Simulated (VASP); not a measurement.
# Si2Mo (C222) in VASP: single point with r2SCAN

Aim: the single point of Si2Mo with r2SCAN.

All numbers are computed with VASP 6.6.1; they aren't measurements. Logs are shortened: lines on timing, memory, paths and dates and some standing lists are left out, and cuts for length are marked.

**1. The cell of the first run**

Symmetry: C222, No. 21, orthorhombic system. The conventional cell has a = 4.630 Å, b = 7.860 Å, c = 6.577 Å, α = 90.00°, β = 90.00°, γ = 90.00°. Within 3.4 Å of Si (site symmetry 1) lie 9 Si at 2.54 to 3.22 Å and 5 Mo at 2.56 to 2.68 Å. Si (site symmetry 2) has 9 Si at 2.55 to 3.19 Å and 5 Mo at 2.57 to 2.65 Å within 3.4 Å. Within 3.4 Å of Mo (site symmetry 222) lie 10 Si at 2.57 to 2.65 Å and 4 Mo at 3.16 Å. Mo (site symmetry 2) has 10 Si at 2.56 to 2.68 Å and 4 Mo at 3.16 to 3.19 Å within 3.4 Å.

**2. Single point, r2SCAN (strain +0.0100 x Voigt [1, -1, 0, 0, 0, 0])**

Input file POSCAR:

```
Si2Mo
1.0
    4.6298167034      0.0000000000      0.0000000000
   -2.3149083517      3.9301420705      0.0000000000
    0.0000000000      0.0000000000      6.5768413691
Si Mo
6 3
Direct
    0.1638603720      0.8361396280      0.8333333333
    0.3277207440      0.1638603720      0.1666666667
    0.8361396280      0.6722792560      0.5000000000
    0.8361396280      0.1638603720      0.8333333333
    0.6722792560      0.8361396280      0.1666666667
    0.1638603720      0.3277207440      0.5000000000
    0.5000000000      0.0000000000      0.5000000000
    0.0000000000      0.5000000000      0.1666666667
    0.5000000000      0.5000000000      0.8333333333
```

Input file INCAR.step1:

```
SYSTEM = Si2Mo
ALGO = Normal
EDIFF = 1E-5
ENCUT = 550
GGA = PE
GGA_COMPAT = .FALSE.
ISMEAR = 0
KPAR = 4
LASPH = .TRUE.
LCHARG = .FALSE.
LREAL = .FALSE.
LWAVE = .TRUE.
NBANDS = 43
NELM = 120
PREC = Accurate
SIGMA = 0.03
```

Input file INCAR.step2:

```
SYSTEM = Si2Mo
ALGO = Normal
EDIFF = 1E-6
ENCUT = 550
GGA_COMPAT = .FALSE.
ISIF = 2
ISMEAR = 0
ISTART = 1
KPAR = 4
LASPH = .TRUE.
LCHARG = .FALSE.
LMIXTAU = .TRUE.
LREAL = .FALSE.
LWAVE = .FALSE.
METAGGA = R2SCAN
NBANDS = 43
NELM = 120
PREC = Accurate
SIGMA = 0.03
```

Input file KPOINTS:

```
k-points
0
G
  12 12 6
  0 0 0
```

Potentials or basis: VASP PAW PBE potentials, release 64 (Si, Mo_sv).

Run with:

```sh
> cat potpaw_PBE.64/Si/POTCAR potpaw_PBE.64/Mo_sv/POTCAR > POTCAR
> cp INCAR.step1 INCAR
> mpirun -np 4 vasp_std > vasp.out
> cp INCAR.step2 INCAR
> mpirun -np 4 vasp_std > vasp.out
```

OUTCAR:

```text
SYSTEM = Si2Mo
   EDIFF = 1E-6
   ENCUT = 550
   ISIF = 2
   ISMEAR = 0
   ISTART = 1
   LASPH = .TRUE.
   LREAL = .FALSE.
   METAGGA = R2SCAN
   NELM = 120
   PREC = Accurate

 ion  position               nearest neighbor table
   1  0.164  0.836  0.833-   2 2.54   3 2.55   8 2.56   7 2.57   9 2.61   4 2.62   4 2.64   9 2.65
                             9 2.68   4 2.68   6 3.14
   2  0.328  0.164  0.167-   1 2.54   6 2.55   9 2.56   7 2.57   8 2.61   5 2.62   5 2.64   8 2.65
                             8 2.68   5 2.68   3 3.14
   3  0.836  0.672  0.500-   5 2.55   1 2.55   9 2.57   8 2.57   6 2.58   7 2.64   7 2.65   7 2.65
                             6 2.68   6 2.68   4 3.14   2 3.14
   4  0.836  0.164  0.833-   5 2.54   6 2.55   8 2.56   7 2.57   9 2.61   1 2.62   1 2.64   9 2.65
                             9 2.68   1 2.68   3 3.14
   5  0.672  0.836  0.167-   4 2.54   3 2.55   9 2.56   7 2.57   8 2.61   2 2.62   2 2.64   8 2.65
                             8 2.68   2 2.68   6 3.14
   6  0.164  0.328  0.500-   2 2.55   4 2.55   9 2.57   8 2.57   3 2.58   7 2.64   7 2.65   7 2.65
                             3 2.68   3 2.68   5 3.14   1 3.14
   7  0.500  0.000  0.500-   1 2.57   4 2.57   2 2.57   5 2.57   3 2.64   6 2.64   6 2.65   3 2.65
                             6 2.65   3 2.65   8 3.16   9 3.16   9 3.16   8 3.16
   8  0.000  0.500  0.167-   1 2.56   4 2.56   3 2.57   6 2.57   2 2.61   5 2.61   2 2.65   5 2.65
                             5 2.68   2 2.68   7 3.16   7 3.16   9 3.19   9 3.19
   9  0.500  0.500  0.833-   2 2.56   5 2.56   3 2.57   6 2.57   4 2.61   1 2.61   1 2.65   4 2.65
                             1 2.68   4 2.68   7 3.16   7 3.16   8 3.19   8 3.19

  Warning from LATTYP: Monoclinic adjustment (A1->A3, A2->A1, A3->A2)!
  LATTYP: Found a base centered orthorhombic cell.
 ALAT       =     4.6298167034
 B/A-ratio  =     1.6977527718
 C/A-ratio  =     1.4205403346

  Lattice vectors:

 A1 = (   2.3149083517,  -3.9301420705,   0.0000000000)
 A2 = (   2.3149083517,   3.9301420705,   0.0000000000)
 A3 = (   0.0000000000,   0.0000000000,   6.5768413691)

Analysis of symmetry for initial positions (statically):
=====================================================================
 Subroutine PRICEL returns:
 Original cell was already a primitive cell.

 Routine SETGRP: Setting up the symmetry group for a
 base centered orthorhombic supercell.

 Subroutine GETGRP returns: Found  4 space group operations
 (whereof  4 operations were pure point group operations)
 out of a pool of  8 trial point group operations.

The static configuration has the point symmetry D_2 .
[... 134 lines left out ...]
   ISYM   =      2    0-nonsym 1-usesym 2-fastsym
   POTIM  = 0.5000    time-step for ionic-motion
   TEBEG  =    0.0;   TEEND  =   0.0 temperature during run
   PSTRESS=    0.0 pullay stress
   NELECT =      66.0000    total number of electrons
   NUPDOWN=      -1.0000    fix difference up-down
   EMIN   =  10.00;   EMAX   =-10.00  energy-range for DOS
   EFERMI =   0.00;   METHOD = LEGACY
   ISMEAR =     0;   SIGMA  =   0.03  broadening in eV -4-tet -1-fermi 0-gaus
   EFERMI_NEDOS =   21; number of points for ismear=-14 and -15
   IALGO  =     38    algorithm
   IMIX   =      4    mixing-type and parameters
     AMIX     =   0.40;   BMIX     =  1.00
     AMIX_MAG =   1.60;   BMIX_MAG =  1.00
  volume/ion in A,a.u.               =      13.30        89.73
  Fermi-wavevector in a.u.,A,eV,Ry     =   1.342537  2.537027 24.523225  1.802406
  Thomas-Fermi vector in A             =   2.470683
   LORBIT       =      0    0 simple, 1 ext, 2 COOP (PROOUT), +10 PAW based schemes
   METAGGA = R2SCAN    functional components
   LHFCALC =     F    Hartree Fock is set to
   AEXX    =    0.0000 exact exchange contribution
   IVDW    =     0    specifies the selected vdW correction
   LEPSILON=     F    determine dielectric tensor
   LRPA    =     F    only Hartree local field effects (RPA)
 non-spin polarized calculation
 Gauss-broadening in eV      SIGMA  =   0.03
  energy-cutoff  :      550.00
  volume of cell :      119.67
 maximum number of plane-waves:      3541
   NGX = 17   NGY = 17   NGZ = 25

 number of electron      65.9999998 magnetization

 Free energy of the ion-electron system (eV)
  ---------------------------------------------------
  ext. energy  EPLUGINS =         0.00000000
  ---------------------------------------------------
  free energy    TOTEN  =      -134.74347089 eV

  energy without entropy =     -134.74347038  energy(sigma->0) =     -134.74347063

 E-fermi :  13.0019     XC(G=0): -13.4283

 val. band max:       12.9344860497   @ k =   0.5000   0.0000   0.5000
 cond. band min:      13.0705820045   @ k =   0.5000   0.0000   0.0000
 fundamental gap:      0.1360959548
 Fermi energy:        13.0019344808

 k-point     1 :       0.0000    0.0000    0.0000
  band No.  band energies     occupation
      1     -50.1263      2.00000
      2     -50.0914      2.00000
      3     -50.0826      2.00000
      4     -23.6668      2.00000
      5     -23.6616      2.00000
      6     -23.6557      2.00000
[... 1093 lines left out ...]
     42      16.2919      0.00000
     43      16.7559      0.00000

 [... further k-points ...]

------------------------ aborting loop because EDIFF is reached ----------------------------------------

  FORCE on cell =-STRESS in cart. coord.  units (eV):
  Direction    XX          YY          ZZ          XY          YZ          ZX
  --------------------------------------------------------------------------------------
  -------------------------------------------------------------------------------------
  Total       -2.3909797      3.1936329      0.2785014      0.0000000      0.0000000      0.0000000
  in kB      -32.0108391     42.7568947      3.7286239      0.0000000      0.0000000      0.0000000
  external PRESSURE =       4.8248932 kB  Pullay stress =       0.0000000 kB

 VOLUME and BASIS-vectors are now :
 -----------------------------------------------------------------------------
  energy-cutoff  :      550.00
  volume of cell :      119.67
      direct lattice vectors                 reciprocal lattice vectors
     4.629816703  0.000000000  0.000000000     0.215991272  0.127221864  0.000000000
    -2.314908352  3.930142071  0.000000000     0.000000000  0.254443728  0.000000000
     0.000000000  0.000000000  6.576841369     0.000000000  0.000000000  0.152048673

 POSITION                                       TOTAL-FORCE (eV/Angst)
 -----------------------------------------------------------------------------------
     -1.17694      3.28615      5.48070        -0.018242      0.007851     -0.010360
      1.13797      0.64399      1.09614        -0.018242     -0.007851      0.010360
      2.31491      2.64215      3.28842         0.000000     -0.017961      0.000000
      3.49185      0.64399      5.48070         0.018242     -0.007851     -0.010360
      1.17694      3.28615      1.09614         0.018242      0.007851      0.010360
      0.00000      1.28799      3.28842         0.000000      0.017961      0.000000
      2.31491      0.00000      3.28842         0.000000      0.000000      0.000000
     -1.15745      1.96507      1.09614         0.000000      0.000000     -0.002561
      1.15745      1.96507      5.48070         0.000000      0.000000      0.002561
 -----------------------------------------------------------------------------------
    total drift:                               -0.000000     -0.000000     -0.000000

  FREE ENERGIE OF THE ION-ELECTRON SYSTEM (eV)
  ---------------------------------------------------
  free  energy   TOTEN  =      -134.7434708877 eV

  energy  without entropy=     -134.7434703810  energy(sigma->0) =     -134.74347063
```

Run time: 6.5 min. Hardware: 4 MPI ranks of Intel Xeon 6975P-C (Granite Rapids), shared host; peak memory 0.77 GiB.

Results:

| Quantity | Value |
| --- | --- |
| Free energy | -134.7435 eV |
| Pressure | 0.5 GPa |
| Largest force | 0.022 eV/Å |
| Band gap on the k mesh | 0.14 eV (least direct gap 0.66 eV) |

Forces in eV/Å, atoms in the order of the input:
```
Si  -0.018  0.008 -0.010
Si  -0.018 -0.008  0.010
Si   0.000 -0.018  0.000
Si   0.018 -0.008 -0.010
Si   0.018  0.008  0.010
Si   0.000  0.018  0.000
Mo   0.000  0.000  0.000
Mo   0.000  0.000 -0.003
Mo   0.000  0.000  0.003
```

Caveat: the cell differs from its parent crystal (strain +0.0100 x Voigt [1, -1, 0, 0, 0, 0]); the stress differs along the axes, from -3 to 4 GPa; the PAW data sets were made with another functional, which shifts forces and pressure a little. A k mesh can miss the band edges.
